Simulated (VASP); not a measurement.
# Au (Im-3m) in VASP: notebook

Aim: see how the results for Au move with the level of theory and the settings. Levels: LDA, PBEsol. Tasks: single point.

Everything below comes from runs of VASP 6.6.1. Logs are shortened: lines on timing, memory, paths and dates and some standing lists are left out, and cuts for length are marked.

### Step 1. The cell of the first run

It takes space group Im-3m (No. 229, cubic). The conventional cell has a = 3.336 Å, b = 3.336 Å, c = 3.336 Å, α = 90.00°, β = 90.00°, γ = 90.00°. Au (site symmetry m-3m) has 14 Au at 2.89 to 3.34 Å within 3.8 Å.

### Step 2. Single point, LDA (volume scaled by 1.02)

The input, INCAR:

```
SYSTEM = Au
  ALGO = Fast
  EDIFF = 1E-6
  ENCUT = 520
  ISIF = 2
  ISMEAR = -1
  LASPH = .True.
  LCHARG = .False.
  LREAL = .False.
  LWAVE = .False.
  NBANDS = 12
  NELM = 100
  PREC = Accurate
  SIGMA = 0.05
```

The input, KPOINTS:

```
k-points
0
Gamma
  11 11 11
  0 0 0
```

The input, POSCAR:

```
Au
1.0
   -1.6682446112      1.6682446112      1.6682446112
    1.6682446112     -1.6682446112      1.6682446112
    1.6682446112      1.6682446112     -1.6682446112
Au
1
Direct
    0.0000000000      0.0000000000      0.0000000000
```

Potentials or basis: VASP PAW LDA potentials, release 64 (Au).

Command:

```bash
> cat potpaw_LDA.64/Au/POTCAR > POTCAR
> mpirun -np 1 vasp_std > vasp.out
```

OUTCAR:

```text
SYSTEM = Au
   EDIFF = 1E-6
   ENCUT = 520
   ISIF = 2
   ISMEAR = -1
   LASPH = .True.
   LREAL = .False.
   NELM = 100
   PREC = Accurate

 ion  position               nearest neighbor table
   1  0.000  0.000  0.000-

  LATTYP: Found a body centered cubic cell.
 ALAT       =     3.3364892224

  Lattice vectors:

 A1 = (  -1.6682446112,   1.6682446112,   1.6682446112)
 A2 = (   1.6682446112,  -1.6682446112,   1.6682446112)
 A3 = (   1.6682446112,   1.6682446112,  -1.6682446112)

Analysis of symmetry for initial positions (statically):
=====================================================================
 Subroutine PRICEL returns:
 Original cell was already a primitive cell.

 Routine SETGRP: Setting up the symmetry group for a
 body centered cubic supercell.

 Subroutine GETGRP returns: Found 48 space group operations
 (whereof 48 operations were pure point group operations)
 out of a pool of 48 trial point group operations.

The static configuration has the point symmetry O_h .

Analysis of symmetry for dynamics (positions and initial velocities):
=====================================================================
 Subroutine PRICEL returns:
 Original cell was already a primitive cell.

 Routine SETGRP: Setting up the symmetry group for a
 body centered cubic supercell.

 Subroutine GETGRP returns: Found 48 space group operations
 (whereof 48 operations were pure point group operations)
 out of a pool of 48 trial point group operations.

The dynamic configuration has the point symmetry O_h .

 Subroutine INISYM returns: Found 48 space group operations
 (whereof 48 operations are pure point group operations),
 and found     1 'primitive' translations

----------------------------------------------------------------------------------------

                                     Primitive cell

  volume of cell :      18.5712

  direct lattice vectors                    reciprocal lattice vectors
    -1.668244611  1.668244611  1.668244611     0.000000000  0.299716239  0.299716239
     1.668244611 -1.668244611  1.668244611     0.299716239  0.000000000  0.299716239
     1.668244611  1.668244611 -1.668244611     0.299716239  0.299716239  0.000000000

  length of vectors
     2.889484426  2.889484426  2.889484426     0.423862770  0.423862770  0.423862770

  position of ions in fractional coordinates (direct lattice)
     0.000000000  0.000000000  0.000000000

  ion indices of the primitive-cell ions
   primitive index   ion index
                 1           1

----------------------------------------------------------------------------------------

 KPOINTS: k-points

Automatic generation of k-mesh.
 Grid dimensions read from file:
 generate k-points for:   11   11   11

 Generating k-lattice:

  Cartesian coordinates                     Fractional coordinates (reciprocal lattice)
     0.000000000  0.027246931  0.027246931     0.090909091  0.000000000  0.000000000
     0.027246931  0.000000000  0.027246931     0.000000000  0.090909091  0.000000000
     0.027246931  0.027246931  0.000000000     0.000000000  0.000000000  0.090909091

  Length of vectors
     0.038532979  0.038532979  0.038532979

  Shift w.r.t. Gamma in fractional coordinates (k-lattice)
     0.000000000  0.000000000  0.000000000

 Subroutine IBZKPT returns following result:
 ===========================================

 Found     56 irreducible k-points:

 Following reciprocal coordinates:
            Coordinates               Weight
  0.000000  0.000000  0.000000      1.000000
  0.090909  0.000000  0.000000     12.000000
  0.181818  0.000000  0.000000     12.000000
  0.272727  0.000000  0.000000     12.000000
  0.363636  0.000000  0.000000     12.000000
  0.454545  0.000000  0.000000     12.000000
[... 16 lines left out ...]
  0.272727  0.181818  0.090909     48.000000
  0.363636  0.181818  0.090909     24.000000
 [... further k-points ...]
   k-points           NKPTS =     56   k-points in BZ     NKDIM =     56   number of bands    NBANDS=     12
   number of dos      NEDOS =    301   number of ions     NIONS =      1
   total plane-waves  NPLWV =  13824
   dimension x,y,z NGX =    24 NGY =   24 NGZ =   24
   dimension x,y,z NGXF=    48 NGYF=   48 NGZF=   48
   ions per type =               1
   NGX,Y,Z   is equivalent  to a cutoff of  13.81, 13.81, 13.81 a.u.
   NGXF,Y,Z  is equivalent  to a cutoff of  27.62, 27.62, 27.62 a.u.
 SYSTEM =  Au
   PREC   = accura    normal or accurate (medium, high low for compatibility)
   ISTART =      0    job   : 0-new  1-cont  2-samecut
   ICHARG =      2    charge: 1-file 2-atom 10-const
   ISPIN  =      1    spin polarized calculation?
   LNONCOLLINEAR =      F non collinear calculations
   LSORBIT =      F    spin-orbit coupling
   LASPH  =      T    aspherical Exc in radial PAW
   ENCUT  =  520.0 eV  38.22 Ry    6.18 a.u.   5.37  5.37  5.37*2*pi/ulx,y,z
   NELM   =    100;   NELMIN=  2; NELMDL= -5     # of ELM steps
   EDIFF  = 0.1E-05   stopping-criterion for ELM
   LREAL  =      F    real-space projection
[... 7 lines left out ...]
   TEBEG  =    0.0;   TEEND  =   0.0 temperature during run
   PSTRESS=    0.0 pullay stress
   NELECT =      11.0000    total number of electrons
   NUPDOWN=      -1.0000    fix difference up-down
   EMIN   =  10.00;   EMAX   =-10.00  energy-range for DOS
   EFERMI =   0.00;   METHOD = LEGACY
   ISMEAR =    -1;   SIGMA  =   0.05  broadening in eV -4-tet -1-fermi 0-gaus
   EFERMI_NEDOS =   21; number of points for ismear=-14 and -15
   IALGO  =     68    algorithm
   IMIX   =      4    mixing-type and parameters
     AMIX     =   0.40;   BMIX     =  1.00
     AMIX_MAG =   1.60;   BMIX_MAG =  1.00
  volume/ion in A,a.u.               =      18.57       125.32
  Fermi-wavevector in a.u.,A,eV,Ry     =   1.374863  2.598114 25.718378  1.890247
  Thomas-Fermi vector in A             =   2.500251
   LORBIT       =      0    0 simple, 1 ext, 2 COOP (PROOUT), +10 PAW based schemes
   GGA     = CA    functional components
   LHFCALC =     F    Hartree Fock is set to
   AEXX    =    0.0000 exact exchange contribution
   IVDW    =     0    specifies the selected vdW correction
   LEPSILON=     F    determine dielectric tensor
   LRPA    =     F    only Hartree local field effects (RPA)
 non-spin polarized calculation
 RMM-DIIS sequential band-by-band and
  energy-cutoff  :      520.00
  volume of cell :       18.57
 maximum number of plane-waves:       531
 NGX is ok and might be reduce to    24
   NGX = 11   NGY = 11   NGZ = 11

 number of electron      10.9999999 magnetization

 Free energy of the ion-electron system (eV)
  ---------------------------------------------------
  ext. energy  EPLUGINS =         0.00000000
  ---------------------------------------------------
  free energy    TOTEN  =        -4.32023411 eV

  energy without entropy =       -4.31454438  energy(sigma->0) =       -4.31738924

 E-fermi :   7.7642     XC(G=0): -12.4915

 val. band max:        7.7635604644   @ k =  -0.3636   0.4545   0.0909
 cond. band min:       7.7879008405   @ k =  -0.2727   0.4545   0.0909
 fundamental gap:      0.0243403760
 Fermi energy:         7.7642160698

 k-point     1 :       0.0000    0.0000    0.0000
  band No.  band energies     occupation
      1      -1.1330      2.00000
      2       3.4718      2.00000
      3       3.4718      2.00000
      4       3.4718      2.00000
      5       5.1837      2.00000
      6       5.1837      2.00000
      7      24.3345      0.00000
      8      24.3345      0.00000
      9      24.3345      0.00000
     10      30.5766      0.00000
     11      30.5766      0.00000
     12      30.5766      0.00000

 k-point     2 :       0.0909    0.0000    0.0000
  band No.  band energies     occupation
      1      -0.8525      2.00000
      2       3.3891      2.00000
      3       3.4803      2.00000
      4       3.6616      2.00000
      5       5.0899      2.00000
      6       5.1899      2.00000
      7      24.1348      0.00000
      8      24.3481      0.00000
      9      24.6724      0.00000
     10      28.3695      0.00000
     11      28.7386      0.00000
     12      29.5745      0.00000

 k-point     3 :       0.1818    0.0000    0.0000
  band No.  band energies     occupation
      1      -0.0754      2.00000
      2       3.1742      2.00000
      3       3.5056      2.00000
      4       4.2018      2.00000
      5       4.9334      2.00000
      6       5.2120      2.00000
      7      22.1008      0.00000
      8      23.6871      0.00000
      9      25.6046      0.00000
     10      26.9843      0.00000
     11      27.2916      0.00000
     12      28.0682      0.00000
[... 286 lines left out ...]
 k-point    23 :       0.2727    0.1818    0.0909
  band No.  band energies     occupation
      1       2.2369      2.00000
      2       2.7386      2.00000
      3       3.7581      2.00000
      4       5.1865      2.00000
      5       5.3645      2.00000
      6       8.9485      0.00000
      7      13.2191      0.00000
      8      17.0232      0.00000
      9      19.3103      0.00000
     10      28.9127      0.00000
     11      31.4764      0.00000
     12      32.9352      0.00000

 k-point    24 :       0.3636    0.1818    0.0909
  band No.  band energies     occupation
      1       2.1995      2.00000
      2       2.6906      2.00000
      3       4.1984      2.00000
      4       5.2253      2.00000
      5       5.3982      2.00000
      6      10.6733      0.00000
      7      11.0772      0.00000
      8      16.4530      0.00000
      9      19.0594      0.00000
     10      29.4293      0.00000
     11      31.0603      0.00000
     12      32.9313      0.00000

 [... further k-points ...]
[... 5 lines left out ...]
  --------------------------------------------------------------------------------------
  -------------------------------------------------------------------------------------
  Total       -1.7048612     -1.7048612     -1.7048612     -0.0000000     -0.0000000      0.0000000
  in kB     -147.0823023   -147.0823023   -147.0823023     -0.0000000     -0.0000000      0.0000000
  external PRESSURE =    -147.0823023 kB  Pullay stress =       0.0000000 kB

 VOLUME and BASIS-vectors are now :
 -----------------------------------------------------------------------------
  energy-cutoff  :      520.00
  volume of cell :       18.57
      direct lattice vectors                 reciprocal lattice vectors
    -1.668244611  1.668244611  1.668244611     0.000000000  0.299716239  0.299716239
     1.668244611 -1.668244611  1.668244611     0.299716239  0.000000000  0.299716239
     1.668244611  1.668244611 -1.668244611     0.299716239  0.299716239  0.000000000

 POSITION                                       TOTAL-FORCE (eV/Angst)
 -----------------------------------------------------------------------------------
      0.00000      0.00000      0.00000         0.000000      0.000000      0.000000
 -----------------------------------------------------------------------------------
    total drift:                               -0.000000      0.000000      0.000000

  FREE ENERGIE OF THE ION-ELECTRON SYSTEM (eV)
  ---------------------------------------------------
  free  energy   TOTEN  =        -4.3202341056 eV

  energy  without entropy=       -4.3145443818  energy(sigma->0) =       -4.31738924
```

Wall time 7.5 s (1 thread of Intel Xeon Platinum 8488C (Sapphire Rapids), shared host); peak memory 0.13 GiB.

Results:

| Property | Result |
| --- | --- |
| Free energy | -4.3202 eV |
| Pressure | -14.7 GPa |

Levels at points of the mesh, in eV from the Fermi level:
```
           k point  band 2  band 3  band 4  band 5  band 6  band 7  band 8  band 9  band 10  band 11
(0.00, 0.00, 0.00)   -4.29   -4.29   -4.29   -2.58   -2.58   16.57   16.57   16.57    22.81    22.81
```

Caveat: spin-orbit coupling is left out, which moves the levels of the heavy elements.

[end of part 1 of 2]
